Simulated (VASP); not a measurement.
# TiC (Fm-3m) in VASP: a series of runs

The runs below take TiC through single point, with PBEsol, PBE, BLYP.

All numbers are computed with VASP 6.6.1; they aren't measurements. Logs are shortened: lines on timing, memory, paths and dates and some standing lists are left out, and cuts for length are marked.

### 1 The cell of the first run

Symmetry: Fm-3m, No. 225, cubic system. The conventional cell has a = 4.293 Å, b = 4.293 Å, c = 4.293 Å, α = 90.00°, β = 90.00°, γ = 90.00°. Within 2.8 Å of Ti (site symmetry m-3m) lie 6 C at 2.15 Å. C (site symmetry m-3m) has 6 Ti at 2.15 Å within 2.8 Å.

### 2 Single point, PBEsol

INCAR reads:

```
  PREC = Accurate
  ENCUT = 520
  EDIFF = 1E-6
  ISMEAR = -1
  SIGMA = 0.05
  LREAL = F
  LASPH = T
  NELM = 100
  ALGO = Normal
  ISIF = 2
  LWAVE = F
  LCHARG = F
  GGA = PS
  NBANDS = 15
```

KPOINTS reads:

```
Automatic mesh
0
Gamma
  11 11 11
```

POSCAR reads:

```
TiC
1.0
    0.0000000000      2.1465562527      2.1465562527
    2.1465562527      0.0000000000      2.1465562527
    2.1465562527      2.1465562527      0.0000000000
Ti C
1 1
Direct
    0.0000000000      0.0000000000      0.0000000000
    0.5000000000      0.5000000000      0.5000000000
```

Potentials or basis: VASP PAW PBE potentials, release 64 (Ti_sv, C).

Run with:

```sh
> cat potpaw_PBE.64/Ti_sv/POTCAR potpaw_PBE.64/C/POTCAR > POTCAR
> mpirun -np 1 vasp_std > vasp.out
```

OUTCAR:

```text
PREC = Accurate
   ENCUT = 520
   EDIFF = 1E-6
   ISMEAR = -1
   LREAL = F
   LASPH = T
   NELM = 100
   ISIF = 2
   GGA = PS

 ion  position               nearest neighbor table
   1  0.000  0.000  0.000-   2 2.15   2 2.15   2 2.15   2 2.15   2 2.15   2 2.15
   2  0.500  0.500  0.500-   1 2.15   1 2.15   1 2.15   1 2.15   1 2.15   1 2.15

  LATTYP: Found a face centered cubic cell.
 ALAT       =     4.2931125054

  Lattice vectors:

 A1 = (   0.0000000000,   2.1465562527,   2.1465562527)
 A2 = (   2.1465562527,   0.0000000000,   2.1465562527)
 A3 = (   2.1465562527,   2.1465562527,   0.0000000000)

Analysis of symmetry for initial positions (statically):
=====================================================================
 Subroutine PRICEL returns:
 Original cell was already a primitive cell.

 Routine SETGRP: Setting up the symmetry group for a
 face centered cubic supercell.

 Subroutine GETGRP returns: Found 48 space group operations
 (whereof 48 operations were pure point group operations)
 out of a pool of 48 trial point group operations.

The static configuration has the point symmetry O_h .

Analysis of symmetry for dynamics (positions and initial velocities):
=====================================================================
 Subroutine PRICEL returns:
 Original cell was already a primitive cell.

 Routine SETGRP: Setting up the symmetry group for a
 face centered cubic supercell.

 Subroutine GETGRP returns: Found 48 space group operations
 (whereof 48 operations were pure point group operations)
 out of a pool of 48 trial point group operations.

The dynamic configuration has the point symmetry O_h .

 Subroutine INISYM returns: Found 48 space group operations
 (whereof 48 operations are pure point group operations),
 and found     1 'primitive' translations

----------------------------------------------------------------------------------------

                                     Primitive cell

  volume of cell :      19.7814

  direct lattice vectors                    reciprocal lattice vectors
     0.000000000  2.146556253  2.146556253    -0.232931235  0.232931235  0.232931235
     2.146556253  0.000000000  2.146556253     0.232931235 -0.232931235  0.232931235
     2.146556253  2.146556253  0.000000000     0.232931235  0.232931235 -0.232931235

  length of vectors
     3.035688965  3.035688965  3.035688965     0.403448735  0.403448735  0.403448735

  position of ions in fractional coordinates (direct lattice)
     0.000000000  0.000000000  0.000000000
     0.500000000  0.500000000  0.500000000

  ion indices of the primitive-cell ions
   primitive index   ion index
                 1           1
                 2           2

----------------------------------------------------------------------------------------

 KPOINTS: Automatic mesh

Automatic generation of k-mesh.
 Grid dimensions read from file:
 generate k-points for:   11   11   11

 Generating k-lattice:

  Cartesian coordinates                     Fractional coordinates (reciprocal lattice)
    -0.021175567  0.021175567  0.021175567     0.090909091  0.000000000  0.000000000
     0.021175567 -0.021175567  0.021175567     0.000000000  0.090909091  0.000000000
     0.021175567  0.021175567 -0.021175567     0.000000000  0.000000000  0.090909091

  Length of vectors
     0.036677158  0.036677158  0.036677158

  Shift w.r.t. Gamma in fractional coordinates (k-lattice)
     0.000000000  0.000000000  0.000000000

 Subroutine IBZKPT returns following result:
 ===========================================

 Found     56 irreducible k-points:

 Following reciprocal coordinates:
            Coordinates               Weight
  0.000000  0.000000  0.000000      1.000000
  0.090909  0.000000  0.000000      8.000000
  0.181818  0.000000  0.000000      8.000000
  0.272727  0.000000  0.000000      8.000000
  0.363636  0.000000  0.000000      8.000000
  0.454545  0.000000  0.000000      8.000000
[... 16 lines left out ...]
 -0.272727  0.181818  0.000000     24.000000
 -0.181818  0.181818  0.000000     12.000000
 [... further k-points ...]
   k-points           NKPTS =     56   k-points in BZ     NKDIM =     56   number of bands    NBANDS=     15
   number of dos      NEDOS =    301   number of ions     NIONS =      2
   total plane-waves  NPLWV =  13824
   dimension x,y,z NGX =    24 NGY =   24 NGZ =   24
   dimension x,y,z NGXF=    48 NGYF=   48 NGZF=   48
   ions per type =               1   1
   NGX,Y,Z   is equivalent  to a cutoff of  13.14, 13.14, 13.14 a.u.
   NGXF,Y,Z  is equivalent  to a cutoff of  26.29, 26.29, 26.29 a.u.
 SYSTEM =  unknown system
   PREC   = accura    normal or accurate (medium, high low for compatibility)
   ISTART =      0    job   : 0-new  1-cont  2-samecut
   ICHARG =      2    charge: 1-file 2-atom 10-const
   ISPIN  =      1    spin polarized calculation?
   LNONCOLLINEAR =      F non collinear calculations
   LSORBIT =      F    spin-orbit coupling
   LASPH  =      T    aspherical Exc in radial PAW
   ENCUT  =  520.0 eV  38.22 Ry    6.18 a.u.   5.64  5.64  5.64*2*pi/ulx,y,z
   NELM   =    100;   NELMIN=  2; NELMDL= -5     # of ELM steps
   EDIFF  = 0.1E-05   stopping-criterion for ELM
   LREAL  =      F    real-space projection
   EDIFFG = 0.1E-04   stopping-criterion for IOM
   NSW    =      0    number of steps for IOM
   IBRION =     -1    ionic relax: 0-MD 1-quasi-New 2-CG
   NFREE  =      0    steps in history (QN), initial steepest desc. (CG)
   ISIF   =      2    stress and relaxation
   ISYM   =      2    0-nonsym 1-usesym 2-fastsym
   POTIM  = 0.5000    time-step for ionic-motion
   TEBEG  =    0.0;   TEEND  =   0.0 temperature during run
   PSTRESS=    0.0 pullay stress
   NELECT =      16.0000    total number of electrons
   NUPDOWN=      -1.0000    fix difference up-down
   EMIN   =  10.00;   EMAX   =-10.00  energy-range for DOS
   EFERMI =   0.00;   METHOD = LEGACY
   ISMEAR =    -1;   SIGMA  =   0.05  broadening in eV -4-tet -1-fermi 0-gaus
   EFERMI_NEDOS =   21; number of points for ismear=-14 and -15
   IALGO  =     38    algorithm
   IMIX   =      4    mixing-type and parameters
     AMIX     =   0.40;   BMIX     =  1.00
     AMIX_MAG =   1.60;   BMIX_MAG =  1.00
  volume/ion in A,a.u.               =       9.89        66.75
  Fermi-wavevector in a.u.,A,eV,Ry     =   1.525326  2.882447 31.655561  2.326618
  Thomas-Fermi vector in A             =   2.633511
   LORBIT       =      0    0 simple, 1 ext, 2 COOP (PROOUT), +10 PAW based schemes
   GGA     = PS    functional components
   LHFCALC =     F    Hartree Fock is set to
   AEXX    =    0.0000 exact exchange contribution
   IVDW    =     0    specifies the selected vdW correction
   LEPSILON=     F    determine dielectric tensor
   LRPA    =     F    only Hartree local field effects (RPA)
 non-spin polarized calculation
  energy-cutoff  :      520.00
  volume of cell :       19.78
 maximum number of plane-waves:       542
   NGX = 11   NGY = 11   NGZ = 11

 number of electron      16.0000003 magnetization

 Free energy of the ion-electron system (eV)
  ---------------------------------------------------
  ext. energy  EPLUGINS =         0.00000000
  ---------------------------------------------------
  free energy    TOTEN  =       -19.80314781 eV

  energy without entropy =      -19.80067900  energy(sigma->0) =      -19.80191341

 E-fermi :   9.6775     XC(G=0): -12.9992

 val. band max:        9.5777416592   @ k =   0.4545   0.4545   0.0000
 cond. band min:       9.7608034181   @ k =   0.3636   0.2727   0.0000
 fundamental gap:      0.1830617590
 Fermi energy:         9.6774835947

 k-point     1 :       0.0000    0.0000    0.0000
  band No.  band energies     occupation
      1     -46.6379      2.00000
      2     -22.7496      2.00000
      3     -22.7496      2.00000
      4     -22.7496      2.00000
      5      -2.8739      2.00000
      6      10.2882      0.00001
      7      10.2882      0.00001
      8      10.2882      0.00001
      9      11.3565      0.00000
     10      11.3565      0.00000
     11      11.3565      0.00000
     12      11.3984      0.00000
     13      11.3984      0.00000
     14      20.4911      0.00000
     15      23.6505      0.00000

 k-point     2 :       0.0909    0.0000    0.0000
  band No.  band energies     occupation
      1     -46.6312      2.00000
      2     -22.7959      2.00000
      3     -22.7539      2.00000
      4     -22.7539      2.00000
      5      -2.6799      2.00000
      6       9.4673      1.97055
      7       9.7693      0.27507
      8       9.7693      0.27507
      9      10.6441      0.00000
     10      10.6441      0.00000
     11      11.7562      0.00000
     12      12.9141      0.00000
     13      12.9141      0.00000
     14      20.8063      0.00000
     15      23.7486      0.00000

 k-point     3 :       0.1818    0.0000    0.0000
  band No.  band energies     occupation
      1     -46.6133      2.00000
      2     -22.9183      2.00000
      3     -22.7653      2.00000
      4     -22.7653      2.00000
      5      -2.1239      2.00000
      6       8.0075      2.00000
      7       8.6075      2.00000
      8       8.6075      2.00000
      9      10.9975      0.00000
     10      10.9975      0.00000
     11      12.2070      0.00000
     12      14.5202      0.00000
     13      14.5202      0.00000
     14      21.2916      0.00000
     15      23.8310      0.00000
[... 343 lines left out ...]
 k-point    23 :      -0.2727    0.1818    0.0000
  band No.  band energies     occupation
      1     -46.5618      2.00000
      2     -23.1479      2.00000
      3     -22.9140      2.00000
      4     -22.7916      2.00000
      5      -0.3091      2.00000
      6       5.2921      2.00000
      7       7.0163      2.00000
      8       7.0565      2.00000
      9      11.6779      0.00000
     10      12.6974      0.00000
     11      13.5275      0.00000
     12      14.9610      0.00000
     13      17.8372      0.00000
     14      20.8645      0.00000
     15      23.4340      0.00000

 k-point    24 :      -0.1818    0.1818    0.0000
  band No.  band energies     occupation
      1     -46.5819      2.00000
      2     -23.0568      2.00000
      3     -22.8702      2.00000
      4     -22.7714      2.00000
      5      -1.0828      2.00000
      6       6.3000      2.00000
      7       7.3923      2.00000
      8       7.6066      2.00000
      9      11.1843      0.00000
     10      12.3692      0.00000
     11      13.3065      0.00000
     12      14.1687      0.00000
     13      17.1441      0.00000
     14      21.6626      0.00000
     15      23.2949      0.00000

 [... further k-points ...]

------------------------ aborting loop because EDIFF is reached ----------------------------------------

  FORCE on cell =-STRESS in cart. coord.  units (eV):
  Direction    XX          YY          ZZ          XY          YZ          ZX
  --------------------------------------------------------------------------------------
  -------------------------------------------------------------------------------------
  Total        0.0415945      0.0415945      0.0415945      0.0000000      0.0000000      0.0000000
  in kB        3.3689119      3.3689119      3.3689119      0.0000000      0.0000000      0.0000000
  external PRESSURE =       3.3689119 kB  Pullay stress =       0.0000000 kB

 VOLUME and BASIS-vectors are now :
 -----------------------------------------------------------------------------
  energy-cutoff  :      520.00
  volume of cell :       19.78
      direct lattice vectors                 reciprocal lattice vectors
     0.000000000  2.146556253  2.146556253    -0.232931235  0.232931235  0.232931235
     2.146556253  0.000000000  2.146556253     0.232931235 -0.232931235  0.232931235
     2.146556253  2.146556253  0.000000000     0.232931235  0.232931235 -0.232931235

 POSITION                                       TOTAL-FORCE (eV/Angst)
 -----------------------------------------------------------------------------------
      0.00000      0.00000      0.00000         0.000000      0.000000     -0.000000
      2.14656      2.14656      2.14656         0.000000      0.000000      0.000000
 -----------------------------------------------------------------------------------
    total drift:                                0.000000     -0.000000     -0.000000

  FREE ENERGIE OF THE ION-ELECTRON SYSTEM (eV)
  ---------------------------------------------------
  free  energy   TOTEN  =       -19.8031478132 eV

  energy  without entropy=      -19.8006790005  energy(sigma->0) =      -19.80191341
```

Run time: 11 s. Hardware: 1 thread of Intel Xeon 6975P-C, shared host; peak memory 0.15 GiB.

Results:

```
Free energy            : -19.8031 eV
Pressure               : 0.3 GPa
Band gap on the k mesh : zero (band 8 reaches 10.29 eV, above the bottom of band 9 at 9.20 eV)
```

Levels at points of the mesh, in eV from the Fermi level:
```
           k point  band 6  band 7  band 8  band 9  band 10  band 11
(0.00, 0.00, 0.00)    0.61    0.61    0.61    1.68     1.68     1.68
```

Caveat: the PAW data sets were made with another functional, which shifts forces and pressure a little.

### 3 Single point, PBE

This run uses another cell than the first one, of 10.16 Å³/atom, 1.027 times its volume.

INCAR reads:

```
SYSTEM = TiC
PREC = Accurate
ENCUT = 520
EDIFF = 1E-6
ISMEAR = 0
SIGMA = 0.028000000000000004
LREAL = .False.
LASPH = .True.
NELM = 80
ALGO = Normal
ISIF = 2
LWAVE = .False.
LCHARG = .False.
GGA = PE
NBANDS = 15
```

KPOINTS reads:

```
regular mesh
0
Gamma
  11 11 11
  0 0 0
```

POSCAR reads:

```
TiC
1.0
    0.0000000000      2.1657188437      2.1657188437
    2.1657188437      0.0000000000      2.1657188437
    2.1657188437      2.1657188437      0.0000000000
Ti C
1 1
Direct
    0.0000000000      0.0000000000      0.0000000000
    0.5000000000      0.5000000000      0.5000000000
```

Potentials or basis: VASP PAW PBE potentials, release 64 (Ti_sv, C).

Run with:

```sh
> cat potpaw_PBE.64/Ti_sv/POTCAR potpaw_PBE.64/C/POTCAR > POTCAR
> mpirun -np 1 vasp_std > vasp.out
```

Wall time 9.7 s (1 thread of Intel Xeon 6975P-C, shared host); peak memory 0.14 GiB.

Results (log left out):

* Free energy: -18.7089 eV
* Pressure: 0.5 GPa
* Band gap on the k mesh: zero (band 8 reaches 10.10 eV, above the bottom of band 9 at 9.00 eV)

Levels at points of the mesh, in eV from the Fermi level:
```csv
k point,band 5,band 6,band 7,band 8,band 9,band 10,band 11,band 12
"(0.00, 0.00, 0.00)",-12.53,0.56,0.56,0.56,1.54,1.54,1.54,1.57
```

[end of part 1 of 2]
